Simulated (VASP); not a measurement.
A run of VASP 6.6.1 is set up as follows.

INCAR

```
SYSTEM = AlCo
PREC = Accurate
ENCUT = 600
EDIFF = 1E-6
ISMEAR = -1
SIGMA = 0.08
LREAL = .False.
LASPH = .True.
NELM = 60
ALGO = Normal
ISIF = 3
LWAVE = .False.
LCHARG = .False.
GGA = PE
IBRION = 2
NSW = 32
EDIFFG = -0.005
PSTRESS = 890.0
```

File KPOINTS:

```
Automatic mesh
0
Gamma
  15 15 15
  0 0 0
```

Contents of POSCAR:

```
AlCo
1.0
    0.0000000000      2.1264261800      2.1264261800
    2.1264261800      0.0000000000      2.1264261800
    2.1264261800      2.1264261800      0.0000000000
Co Al
1 1
Direct
    0.0000000000      0.0000000000      0.0000000000
    0.5000000000      0.5000000000      0.5000000000
```

Potentials or basis: VASP PAW PBE potentials, release 64 (Co, Al).

Command:

```bash
$ cat potpaw_PBE.64/Co/POTCAR potpaw_PBE.64/Al/POTCAR > POTCAR
$ mpirun -np 1 vasp_std > vasp.out
```

Predict the space group after relaxing (to 0.05 Å).

Fm-3m (No. 225).

Predict the relaxed volume.

9.63 Å³/atom.

Estimate the band gap on the k mesh.

zero (band 6 reaches 13.54 eV, above the bottom of band 7 at 13.40 eV).

Estimate the relaxed cell.

a = 3.009 Å, b = 3.009 Å, c = 3.009 Å, α = 60.00°, β = 60.00°, γ = 60.00°.

Step by step:
| step | energy change (eV) | largest force (eV/Å) | pressure (GPa) | volume (Å³) |
| --- | --- | --- | --- | --- |
| 1 | 0.0000 | 0.0000 | 89.64 | 19.23 |
| 2 | -0.0586 | 0.0000 | 87.22 | 19.34 |
| 3 | -0.0150 | 0.0000 | 89.08 | 19.26 |

Caveat: the cell is relaxed towards a set pressure, so the enthalpy falls and the energy may rise. Spin polarisation is off, so any magnetic state and its effect on volume and gap are missing.
